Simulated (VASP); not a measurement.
InSb: single point with PBEsol

InSb:

```
In Sb
1.0
     0.00000    2.86597    3.43801
     2.86597    0.00000    3.43801
     2.86597    2.86597    0.00000
In Sb
1 1
Direct
  0.00000 0.00000 0.00000
  0.50000 0.50000 0.50000
```

| Item | Value |
| --- | --- |
| Program | VASP 6.6.1 |
| Task | single point |
| Functional | PBEsol |
| Potentials or basis | VASP PAW PBE potentials, release 64 (In_d, Sb) |
| Cutoff | 520 eV |
| k mesh | 14 × 14 × 14 |
| Occupations | gaussian, width 0.15 eV |
| Spin | no spin polarisation |

- Pressure: 2.0 GPa
- Band gap on the k mesh: zero (bands 9 and 10 overlap by 2.71 eV)

Stress tensor (GPa, compression positive):
```
 6.05  0.00  0.00
 0.00  6.05  0.00
 0.00  0.00 -6.07
```

Levels at points of the mesh, in eV from the Fermi level:
| k point | band 5 | band 6 | band 7 | band 8 | band 9 | band 10 | band 11 | band 12 | band 13 | band 14 |
| --- | --- | --- | --- | --- | --- | --- | --- | --- | --- | --- |
| (0.00, 0.00, 0.00) | -14.42 | -11.21 | -0.62 | -0.62 | -0.10 | 0.70 | 3.67 | 5.57 | 6.24 | 6.75 |
| (0.50, 0.00, 0.00) | -14.41 | -9.38 | -6.71 | -0.30 | 0.88 | 1.21 | 3.05 | 3.12 | 3.92 | 9.75 |
| (0.50, 0.50, 0.00) | -14.40 | -9.67 | -4.50 | -1.94 | -1.76 | -1.76 | 3.68 | 8.71 | 9.03 | 9.03 |
| (0.50, 0.00, 0.50) | -14.38 | -8.03 | -4.69 | -3.77 | -3.39 | -1.40 | 3.08 | 5.73 | 9.42 | 10.11 |

Wall time 79 s on 1 thread of Intel(R) Xeon(R) 6975P-C (Granite Rapids), on a shared host, peak memory 0.37 GiB.

Caveat: the PAW data sets were made with another functional, which shifts forces and pressure a little; spin-orbit coupling is left out, which moves the levels of the heavy elements.
